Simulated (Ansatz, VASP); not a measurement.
# SiNi: VASP beside Ansatz

POSCAR

```
SiNi
1.0
    4.5036940000      0.0000000000      0.0000000000
    0.0000000000      4.5036940000      0.0000000000
    0.0000000000      0.0000000000      4.5036940000
Ni Si
4 4
Direct
    0.1495040000      0.1495040000      0.1495040000
    0.6495040000      0.3504960000      0.8504960000
    0.8504960000      0.6495040000      0.3504960000
    0.3504960000      0.8504960000      0.6495040000
    0.8468300000      0.8468300000      0.8468300000
    0.3468300000      0.6531700000      0.1531700000
    0.1531700000      0.3468300000      0.6531700000
    0.6531700000      0.1531700000      0.3468300000
```

Contents of INCAR.step1:

```
SYSTEM = SiNi
ALGO = Normal
EDIFF = 1E-4
ENCUT = 520
GGA = PE
ISMEAR = -1
ISPIN = 2
LASPH = .True.
LCHARG = .False.
LMAXMIX = 4
LREAL = .False.
LWAVE = .True.
MAGMOM = 1 1 1 1 0 0 0 0
NBANDS = 42
NELM = 150
PREC = Accurate
SIGMA = 0.05
```

The input INCAR.step2:

```
SYSTEM = SiNi
ALGO = Normal
EDIFF = 1E-6
ENCUT = 520
ISIF = 2
ISMEAR = -1
ISPIN = 2
ISTART = 1
LASPH = .True.
LCHARG = .True.
LELF = .True.
LMAXMIX = 4
LMIXTAU = .True.
LORBIT = 11
LREAL = .False.
LVHAR = .True.
LWAVE = .False.
MAGMOM = 1 1 1 1 0 0 0 0
METAGGA = R2SCAN
NBANDS = 42
NELM = 150
PREC = Accurate
SIGMA = 0.05
```

KPOINTS

```
k-points
0
Gamma
  6 6 6
  0 0 0
```

The input input.yaml:

```yaml
crystal:
  lattice:
    - [4.503694, 0.0, 0.0]
    - [0.0, 4.503694, 0.0]
    - [0.0, 0.0, 4.503694]
  atoms:
    - { symbol: Ni, position: [0.149504, 0.149504, 0.149504], spin: 1.0 }
    - { symbol: Ni, position: [0.649504, 0.350496, 0.850496], spin: 1.0 }
    - { symbol: Ni, position: [0.850496, 0.649504, 0.350496], spin: 1.0 }
    - { symbol: Ni, position: [0.350496, 0.850496, 0.649504], spin: 1.0 }
    - { symbol: Si, position: [0.84683, 0.84683, 0.84683] }
    - { symbol: Si, position: [0.34683, 0.65317, 0.15317] }
    - { symbol: Si, position: [0.15317, 0.34683, 0.65317] }
    - { symbol: Si, position: [0.65317, 0.15317, 0.34683] }
hamiltonian:
  xc: r2scan
  pseudopotentials: { kind: paw }
magnetization:
  spin_polarized: true
kpoints:
  mp_grid: { grid: [6, 6, 6] }
  band_path:
    path:
      - [[0.0, 0.0, 0.0], [0.0, 0.5, 0.0], [0.5, 0.5, 0.0], [0.0, 0.0, 0.0], [0.5, 0.5, 0.5], [0.0, 0.5, 0.0]]
      - [[0.5, 0.5, 0.0], [0.5, 0.5, 0.5]]
    npoints: 10
scf:
  occupations: { method: fermi_dirac, width: 0.05 }
  n_extra_bands: 20
output:
  forces: true
  stress: true
  eigenvalues: true
  fatbands: true
```

Alike in both runs: functional r2SCAN; k mesh 6 × 6 × 6; occupations fermi-dirac, width 0.05 eV; collinear spin.

```csv
,VASP,Ansatz
version,VASP 6.6.1,Ansatz 0.2.0
potentials or method,"VASP PAW PBE potentials, release 64 (Ni, Si)",Ansatz PAW
plane-wave cutoff (eV),520,500
valence electrons in the cell,56,88
task,single point,band structure
```

|  | VASP | Ansatz | Ansatz less VASP |
| --- | --- | --- | --- |
| gap on the k mesh at the Fermi level (eV) | none | none | - |
| pressure (GPa) | -5.0 | -5.1 | -0.11 |
| rms of the force components (eV/Å) | 0.024 | 0.023 | -0.0006 |
| net moment per atom (μB) | 0.00 | 0.00 | 0.000 |

VASP's potentials were made for PBE, not for r2SCAN. Atom by atom the forces differ by 0.001 eV/Å (rms over components). A gap of «none» marks a metal or a gap that the smearing closes. With one functional, cell and mesh, what is left measures potentials, basis and numerics. VASP's potentials hold 56 valence electrons a cell and Ansatz's 88, so a difference there can come from the potentials and not from the codes.

Noted on Ansatz's run: the magnetic or orbital state may not be the lowest.
